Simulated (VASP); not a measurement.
# Se (P6_3/mmc) in VASP: further runs, part 2 of 2

VASP 6.6.1.

### 4 Single point, r2SCAN

Input file POSCAR:

```
Se
1.0
    3.7316988839      0.0000000000      0.0000000000
   -1.8658494419      3.2317460327      0.0000000000
    0.0000000000      0.0000000000      7.3696937097
Se
4
Direct
    0.0000000000      0.0000000000      0.0000000000
    0.0000000000      0.0000000000      0.5000000000
    0.3333333333      0.6666666667      0.7500000000
    0.6666666667      0.3333333333      0.2500000000
```

Input file INCAR.step1:

```
SYSTEM = Se
  PREC = Accurate
  ENCUT = 520
  ISMEAR = 0
  SIGMA = 0.1
  LREAL = .False.
  LASPH = .True.
  NELM = 100
  NBANDS = 20
  GGA = PE
  ALGO = Normal
  EDIFF = 1E-4
  LWAVE = .True.
  LCHARG = .False.
```

Input file INCAR.step2:

```
SYSTEM = Se
  PREC = Accurate
  ENCUT = 520
  EDIFF = 1E-6
  ISMEAR = 0
  SIGMA = 0.1
  LREAL = .False.
  LASPH = .True.
  NELM = 100
  ALGO = Normal
  ISIF = 2
  LWAVE = .False.
  LCHARG = .False.
  METAGGA = R2SCAN
  LMIXTAU = .True.
  NBANDS = 20
  ISTART = 1
```

Input file KPOINTS:

```
Automatic mesh
0
Gamma
  6 6 2
  0 0 0
```

Potentials or basis: VASP PAW PBE potentials, release 64 (Se).

Started as:

```console
$ cat potpaw_PBE.64/Se/POTCAR > POTCAR
$ cp INCAR.step1 INCAR
$ mpirun -np 1 vasp_std > vasp.out
$ cp INCAR.step2 INCAR
$ mpirun -np 1 vasp_std > vasp.out
```

OUTCAR:

```text
SYSTEM = Se
   PREC = Accurate
   ENCUT = 520
   EDIFF = 1E-6
   ISMEAR = 0
   LREAL = .False.
   LASPH = .True.
   NELM = 100
   ISIF = 2
   METAGGA = R2SCAN
   ISTART = 1

 ion  position               nearest neighbor table
   1  0.000  0.000  0.000-
   2  0.000  0.000  0.500-
   3  0.333  0.667  0.750-
   4  0.667  0.333  0.250-

  LATTYP: Found a hexagonal cell.
 ALAT       =     3.7316988839
 C/A-ratio  =     1.9748897055

  Lattice vectors:

 A1 = (   3.7316988839,   0.0000000000,   0.0000000000)
 A2 = (  -1.8658494419,   3.2317460327,   0.0000000000)
 A3 = (   0.0000000000,   0.0000000000,   7.3696937097)

Analysis of symmetry for initial positions (statically):
=====================================================================
 Subroutine PRICEL returns:
 Original cell was already a primitive cell.

 Routine SETGRP: Setting up the symmetry group for a
 hexagonal supercell.

 Subroutine GETGRP returns: Found 24 space group operations
 (whereof 12 operations were pure point group operations)
 out of a pool of 24 trial point group operations.

The static configuration has the point symmetry D_3d.
 The point group associated with its full space group is D_6h.

Analysis of symmetry for dynamics (positions and initial velocities):
=====================================================================
 Subroutine PRICEL returns:
 Original cell was already a primitive cell.

 Routine SETGRP: Setting up the symmetry group for a
 hexagonal supercell.

 Subroutine GETGRP returns: Found 24 space group operations
 (whereof 12 operations were pure point group operations)
 out of a pool of 24 trial point group operations.

The dynamic configuration has the point symmetry D_3d.
 The point group associated with its full space group is D_6h.

 Subroutine INISYM returns: Found 24 space group operations
 (whereof 12 operations are pure point group operations),
 and found     1 'primitive' translations

----------------------------------------------------------------------------------------

                                     Primitive cell

  volume of cell :      88.8778

  direct lattice vectors                    reciprocal lattice vectors
     3.731698884  0.000000000  0.000000000     0.267974462  0.154715128  0.000000000
    -1.865849442  3.231746033  0.000000000     0.000000000  0.309430255  0.000000000
     0.000000000  0.000000000  7.369693710     0.000000000  0.000000000  0.135690849

  length of vectors
     3.731698884  3.731698884  7.369693710     0.309430255  0.309430255  0.135690849

  position of ions in fractional coordinates (direct lattice)
     0.000000000  0.000000000  0.000000000
     0.000000000  0.000000000  0.500000000
     0.333333333  0.666666667  0.750000000
     0.666666667  0.333333333  0.250000000

  ion indices of the primitive-cell ions
   primitive index   ion index
                 1           1
                 2           2
                 3           3
                 4           4

----------------------------------------------------------------------------------------

[... 25 lines left out ...]
            Coordinates               Weight
  0.000000  0.000000  0.000000      1.000000
  0.166667 -0.000000  0.000000      6.000000
  0.333333 -0.000000  0.000000      6.000000
  0.500000 -0.000000  0.000000      3.000000
  0.166667  0.166667  0.000000      6.000000
  0.333333  0.166667  0.000000     12.000000
  0.333333  0.333333  0.000000      2.000000
  0.000000  0.000000  0.500000      1.000000
  0.166667 -0.000000  0.500000      6.000000
  0.333333 -0.000000  0.500000      6.000000
  0.500000 -0.000000  0.500000      3.000000
  0.166667  0.166667  0.500000      6.000000
  0.333333  0.166667  0.500000     12.000000
  0.333333  0.333333  0.500000      2.000000
   k-points           NKPTS =     14   k-points in BZ     NKDIM =     14   number of bands    NBANDS=     20
   number of dos      NEDOS =    301   number of ions     NIONS =      4
   total plane-waves  NPLWV =  43904
   dimension x,y,z NGX =    28 NGY =   28 NGZ =   56
   dimension x,y,z NGXF=    56 NGYF=   56 NGZF=  112
   ions per type =               4
   NGX,Y,Z   is equivalent  to a cutoff of  12.47, 12.47, 12.63 a.u.
   NGXF,Y,Z  is equivalent  to a cutoff of  24.95, 24.95, 25.27 a.u.
 SYSTEM =  Se
   PREC   = accura    normal or accurate (medium, high low for compatibility)
   ISTART =      1    job   : 0-new  1-cont  2-samecut
   ICHARG =      0    charge: 1-file 2-atom 10-const
   ISPIN  =      1    spin polarized calculation?
   LNONCOLLINEAR =      F non collinear calculations
   LSORBIT =      F    spin-orbit coupling
   LASPH  =      T    aspherical Exc in radial PAW
   ENCUT  =  520.0 eV  38.22 Ry    6.18 a.u.   6.94  6.94 13.70*2*pi/ulx,y,z
   NELM   =    100;   NELMIN=  2; NELMDL=  0     # of ELM steps
   EDIFF  = 0.1E-05   stopping-criterion for ELM
   LREAL  =      F    real-space projection
   EDIFFG = 0.1E-04   stopping-criterion for IOM
   NSW    =      0    number of steps for IOM
   IBRION =     -1    ionic relax: 0-MD 1-quasi-New 2-CG
   NFREE  =      0    steps in history (QN), initial steepest desc. (CG)
   ISIF   =      2    stress and relaxation
   ISYM   =      2    0-nonsym 1-usesym 2-fastsym
   POTIM  = 0.5000    time-step for ionic-motion
   TEBEG  =    0.0;   TEEND  =   0.0 temperature during run
   PSTRESS=    0.0 pullay stress
   NELECT =      24.0000    total number of electrons
   NUPDOWN=      -1.0000    fix difference up-down
   EMIN   =  10.00;   EMAX   =-10.00  energy-range for DOS
   EFERMI =   0.00;   METHOD = LEGACY
   ISMEAR =     0;   SIGMA  =   0.10  broadening in eV -4-tet -1-fermi 0-gaus
   EFERMI_NEDOS =   21; number of points for ismear=-14 and -15
   IALGO  =     38    algorithm
   IMIX   =      4    mixing-type and parameters
     AMIX     =   0.40;   BMIX     =  1.00
     AMIX_MAG =   1.60;   BMIX_MAG =  1.00
  volume/ion in A,a.u.               =      22.22       149.94
  Fermi-wavevector in a.u.,A,eV,Ry     =   1.058151  1.999615 15.234209  1.119683
  Thomas-Fermi vector in A             =   2.193450
   LORBIT       =      0    0 simple, 1 ext, 2 COOP (PROOUT), +10 PAW based schemes
   METAGGA = R2SCAN    functional components
   LHFCALC =     F    Hartree Fock is set to
   AEXX    =    0.0000 exact exchange contribution
   IVDW    =     0    specifies the selected vdW correction
   LEPSILON=     F    determine dielectric tensor
   LRPA    =     F    only Hartree local field effects (RPA)
 non-spin polarized calculation
 Gauss-broadening in eV      SIGMA  =   0.10
  energy-cutoff  :      520.00
  volume of cell :       88.88
 maximum number of plane-waves:      2406
 NGX is ok and might be reduce to    28
   NGX = 13   NGY = 13   NGZ = 27

 number of electron      24.0000000 magnetization

 Free energy of the ion-electron system (eV)
  ---------------------------------------------------
  ext. energy  EPLUGINS =         0.00000000
  ---------------------------------------------------
  free energy    TOTEN  =       -55.78959643 eV

  energy without entropy =      -55.77713014  energy(sigma->0) =      -55.78336329

 E-fermi :   4.7181     XC(G=0): -10.5289

 val. band max:        4.5849211732   @ k =   0.3333   0.1667   0.0000
 cond. band min:       4.7192009274   @ k =   0.3333  -0.0000   0.5000
 fundamental gap:      0.1342797542
 Fermi energy:         4.7180599796

 k-point     1 :       0.0000    0.0000    0.0000
  band No.  band energies     occupation
      1     -12.1714      2.00000
      2      -9.9172      2.00000
      3      -9.8044      2.00000
      4      -5.7330      2.00000
      5      -0.1818      2.00000
      6       1.7787      2.00000
[... 311 lines left out ...]
     19      13.3907      0.00000
     20      13.3907      0.00000

------------------------ aborting loop because EDIFF is reached ----------------------------------------

  FORCE on cell =-STRESS in cart. coord.  units (eV):
  Direction    XX          YY          ZZ          XY          YZ          ZX
  --------------------------------------------------------------------------------------
  -------------------------------------------------------------------------------------
  Total       -0.0779413     -0.0779413     -0.0856738     -0.0000000      0.0000000     -0.0000000
  in kB       -1.4050288     -1.4050288     -1.5444197     -0.0000000      0.0000000     -0.0000000
  external PRESSURE =      -1.4514924 kB  Pullay stress =       0.0000000 kB

 VOLUME and BASIS-vectors are now :
 -----------------------------------------------------------------------------
  energy-cutoff  :      520.00
  volume of cell :       88.88
      direct lattice vectors                 reciprocal lattice vectors
     3.731698884  0.000000000  0.000000000     0.267974462  0.154715128  0.000000000
    -1.865849442  3.231746033  0.000000000     0.000000000  0.309430255  0.000000000
     0.000000000  0.000000000  7.369693710     0.000000000  0.000000000  0.135690849

 POSITION                                       TOTAL-FORCE (eV/Angst)
 -----------------------------------------------------------------------------------
      0.00000      0.00000      0.00000        -0.000000      0.000000      0.000000
      0.00000      0.00000      3.68485        -0.000000      0.000000      0.000000
     -0.00000      2.15450      5.52727         0.000000      0.000000      0.000000
      1.86585      1.07725      1.84242        -0.000000     -0.000000      0.000000
 -----------------------------------------------------------------------------------
    total drift:                                0.000000     -0.000000      0.000000

  FREE ENERGIE OF THE ION-ELECTRON SYSTEM (eV)
  ---------------------------------------------------
  free  energy   TOTEN  =       -55.7895964322 eV

  energy  without entropy=      -55.7771301409  energy(sigma->0) =      -55.78336329
```

Run time: 1.7 min. Hardware: 1 thread of AMD EPYC 9R45 (Zen 5), shared host; peak memory 0.17 GiB.

Results:

```
Free energy            : -55.7896 eV
Pressure               : -0.1 GPa
Band gap on the k mesh : zero (band 12 reaches 5.13 eV, above the bottom of band 13 at 2.73 eV)
```

Levels at points of the mesh, in eV from the Fermi level:
```tsv
k point	band 9	band 10	band 11	band 12	band 13	band 14	band 15	band 16
(0.00, 0.00, 0.00)	-1.57	-1.46	-1.09	-1.09	-0.96	0.88	0.88	2.79
(0.50, 0.00, 0.00)	-2.45	-2.32	-2.14	-2.05	-1.99	2.13	2.37	3.25
(0.00, 0.00, 0.50)	-2.51	-2.51	0.09	0.09	0.09	0.09	1.25	1.25
(0.50, 0.00, 0.50)	-3.94	-3.94	0.38	0.38	0.58	0.58	1.14	1.14
```

Caveat: the k points lie up to 0.43 Å⁻¹ apart; the PAW data sets were made with another functional, which shifts forces and pressure a little.

### 5 Relaxation of cell and atoms, r2SCAN

This run uses another cell than the first one, of 28.43 Å³/atom, 1.280 times its volume.

Input file POSCAR:

```
Se
1.0
    3.6397805508      0.0000000000      0.0000000000
   -1.8198902754      3.1521424212      0.0000000000
    0.0000000000      0.0000000000      9.9132234514
Se
4
Direct
    0.0000000000      0.0000000000      0.2500000000
    0.0000000000      0.0000000000      0.7500000000
    0.3333333333      0.6666666667      0.7500000000
    0.6666666667      0.3333333333      0.2500000000
```

Input file INCAR.step1:

```
SYSTEM = Se
PREC = Accurate ; ENCUT = 600
ISMEAR = 0 ; SIGMA = 0.1
LREAL = .FALSE. ; LASPH = .TRUE.
NELM = 100 ; GGA = PE
ALGO = Normal ; EDIFF = 1E-4
LWAVE = .TRUE. ; LCHARG = .FALSE.
```

Input file INCAR.step2:

```
SYSTEM = Se
PREC = Accurate ; ENCUT = 600
EDIFF = 1E-6 ; ISMEAR = 0
SIGMA = 0.1 ; LREAL = .FALSE.
LASPH = .TRUE. ; NELM = 100
ALGO = Normal ; ISIF = 3
LWAVE = .FALSE. ; LCHARG = .FALSE.
METAGGA = R2SCAN ; LMIXTAU = .TRUE.
IBRION = 2 ; NSW = 90
EDIFFG = -0.04 ; ISTART = 1
```

Input file KPOINTS:

```
Automatic mesh
0
G
  6 6 2
  0 0 0
```

Started as:

```console
$ cat potpaw_PBE.64/Se/POTCAR > POTCAR
$ cp INCAR.step1 INCAR
$ mpirun -np 1 vasp_std > vasp.out
$ cp INCAR.step2 INCAR
$ mpirun -np 1 vasp_std > vasp.out
```

Run time: 30 min. Hardware: 1 thread of Intel Xeon 6975P-C (Granite Rapids), shared host; peak memory 0.3 GiB.

The run converged. Its results:

- Free energy: -55.4687 eV
- Relaxed volume: 25.19 Å³/atom
- Relaxed cell: a = 4.527 Å, b = 4.527 Å, c = 5.677 Å, α = 90.00°, β = 90.00°, γ = 120.00°
- Space group after relaxing (to 0.05 Å): P6_3/mmc (No. 194)
- Energy gained by relaxing: 2209.6 meV/atom
- Ionic steps: 24
- Pressure after relaxing: -0.1 GPa

Step by step:
```tsv
step	energy change (eV)	largest force (eV/Å)	pressure (GPa)	volume (Å³)
1	0.0000	0.0000	48.08	113.74
2	-2.2943	0.0000	-4.81	296.94
3	-8.0212	0.0000	-2.61	178.20
4	-8.1185	0.0000	-1.53	172.91
5	-8.1552	0.0000	0.02	166.91
6	-8.1551	0.0000	-0.31	168.08
7	-8.1574	0.0000	-0.04	166.38
8	-8.1577	0.0000	0.07	165.65
9	-8.1594	0.0000	0.07	165.01
10	-8.1647	0.0000	0.06	163.10
11	-8.1764	0.0000	0.05	159.28
12	-8.2034	0.0000	0.03	151.63
13	-8.2658	0.0000	0.11	136.35
14	-8.5224	0.0000	1.03	105.80
15	78.0523	0.0000	657.66	44.72
16	-8.5629	0.0000	1.24	104.60
17	-7.8787	0.0000	14.49	83.73
18	-8.6773	0.0000	2.16	100.72
19	-8.6895	0.0000	6.07	92.04
20	-8.7435	0.0000	3.46	96.88
21	-8.7479	0.0000	4.06	95.51
22	-8.8124	0.0000	2.08	97.87
23	-8.8368	0.0000	-0.51	101.44
24	-8.8384	0.0000	-0.06	100.75
```

Final structure:
```yaml
crystal:
  lattice:
    - [4.52686, 0.00000, 0.00000]
    - [-2.26343, 3.92038, 0.00000]
    - [0.00000, 0.00000, 5.67683]
  atoms:
    - { symbol: Se, position: [0.00000, 0.00000, 0.25000] }
    - { symbol: Se, position: [0.00000, 0.00000, 0.75000] }
    - { symbol: Se, position: [0.33333, 0.66667, 0.75000] }
    - { symbol: Se, position: [0.66667, 0.33333, 0.25000] }
```

Levels at points of the mesh, in eV from the Fermi level:
```
           k point  band 9  band 10  band 11  band 12  band 13  band 14  band 15  band 16
(0.00, 0.00, 0.00)   -4.65    -1.30    -0.89    -0.30    -0.30     0.32     0.32     2.96
(0.50, 0.00, 0.00)   -3.55    -2.88    -1.34     1.22     1.26     2.29     2.41     3.00
(0.00, 0.00, 0.50)   -3.76    -3.76    -0.22    -0.22    -0.22    -0.22    -0.11    -0.11
(0.50, 0.00, 0.50)   -2.63    -2.63    -1.02    -1.02     1.20     1.20     2.62     2.62
```

Caveat: the bands computed are all filled at some k points, so no gap is given; the PAW data sets were made with another functional, which shifts forces and pressure a little.

### 6 Overview

| task | cell | k mesh | cutoff (eV) | gap on the mesh (eV) | pressure (GPa) | relaxed volume (Å³/atom) |
| --- | --- | --- | --- | --- | --- | --- |
| single point | a = 3.732, b = 3.732, c = 7.370 Å, angles 90.0, 90.0, 120.0°, 4 atoms | 6 × 6 × 4 | 520 | none | -0.3 | - |
| relaxation of cell and atoms | relaxed from a = 3.732, b = 3.732, c = 7.370 Å, angles 90.0, 90.0, 120.0°, 4 atoms | 6 × 6 × 4 | 600 | none | 0.0 | 22.12 |
| single point | a = 3.732, b = 3.732, c = 7.370 Å, angles 90.0, 90.0, 120.0°, 4 atoms | 6 × 6 × 2 | 520 | none | -0.1 | - |
| relaxation of cell and atoms | relaxed from a = 3.640, b = 3.640, c = 9.913 Å, angles 90.0, 90.0, 120.0°, 4 atoms | 6 × 6 × 2 | 600 | - | -0.1 | 25.19 |

Alike in all rows: level r2SCAN; potentials or basis VASP PAW PBE potentials, release 64 (Se); no spin polarisation; smearing gaussian 0.1 eV.

Caveats: some runs use coarse meshes; the PAW data sets were made with another functional, which shifts forces and pressure a little; the bands computed are all filled at some k points, so no gap is given (some runs).

Total energies depend on the potentials used, so only differences within one code and one set of settings carry meaning.
